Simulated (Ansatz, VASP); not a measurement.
Zr7B: VASP beside Ansatz

The input INCAR:

```
SYSTEM = Zr7B
ALGO = Normal ; EDIFF = 1E-6
EDIFFG = -0.08 ; ENCUT = 600
GGA = PE ; IBRION = 2
ISIF = 3 ; ISMEAR = 0
LASPH = .TRUE. ; LCHARG = .FALSE.
LREAL = .FALSE. ; LWAVE = .FALSE.
NELM = 80 ; NSW = 36
PREC = Accurate ; SIGMA = 0.2
```

The input KPOINTS:

```
k-points
0
G
  3 3 3
  0 0 0
```

Contents of POSCAR:

```
Zr7B
1.0
    4.2433029200      2.4498720800      2.5972653300
   -4.2433029200      2.4498720800      2.5972653300
    0.0000000000     -4.8997441700      2.5972653300
Zr B
7 1
Direct
    0.7857100000      0.6428600000      0.0714300000
    0.0714300000      0.7857100000      0.6428600000
    0.3571400000      0.9285700000      0.2142900000
    0.9285700000      0.2142900000      0.3571400000
    0.2142900000      0.3571400000      0.9285700000
    0.6428600000      0.0714300000      0.7857100000
    0.5000000000      0.5000000000      0.5000000000
    0.0000000000      0.0000000000      0.0000000000
```

Input for Ansatz:

```yaml
crystal:
  lattice:
    - [4.24330292, 2.44987208, 2.59726533]
    - [-4.24330292, 2.44987208, 2.59726533]
    - [0.0, -4.89974417, 2.59726533]
  atoms:
    - { symbol: Zr, position: [0.78571, 0.64286, 0.07143] }
    - { symbol: Zr, position: [0.07143, 0.78571, 0.64286] }
    - { symbol: Zr, position: [0.35714, 0.92857, 0.21429] }
    - { symbol: Zr, position: [0.92857, 0.21429, 0.35714] }
    - { symbol: Zr, position: [0.21429, 0.35714, 0.92857] }
    - { symbol: Zr, position: [0.64286, 0.07143, 0.78571] }
    - { symbol: Zr, position: [0.5, 0.5, 0.5] }
    - { symbol: B, position: [0.0, 0.0, 0.0] }
basis:
  ecutwfc: 420
kpoints:
  mp_grid: { grid: [3, 3, 3] }
hamiltonian:
  xc: pbe
scf:
  occupations: { method: gaussian, width: 0.2 }
  lower_state_search: "off"
output:
  forces: true
  stress: true
  eigenvalues: true
relax:
  adjacent_minimum: "off"
  f_tol: 0.08
  max_steps: 16
  cell: { stress_tol: 0.8 }
```

Alike in both runs: task relaxation of cell and atoms; functional PBE; k mesh 3 × 3 × 3; occupations gaussian, width 0.2 eV; no spin polarisation.

|  | VASP | Ansatz |
| --- | --- | --- |
| version | VASP 6.6.1 | Ansatz 0.2.0 |
| potentials or method | VASP PAW PBE potentials, release 64 (Zr_sv, B), cutoff 600 eV | scalar-relativistic, plane waves, PAW |
| valence electrons in the cell | 87 | 87 |

|  | VASP | Ansatz | Ansatz less VASP |
| --- | --- | --- | --- |
| gap on the k mesh at the Fermi level, each at its own relaxed structure (eV) | none | none | - |
| relaxed volume (Å³/atom) | 21.71 | 21.96 | +0.243 |
| relaxed cell length with the largest relative difference (Å) | 5.666 | 5.695 | +0.0285 |

A gap of «none» marks a metal or a gap that the smearing closes.

The k mesh is coarse, so the values compare programs but aren't converged.
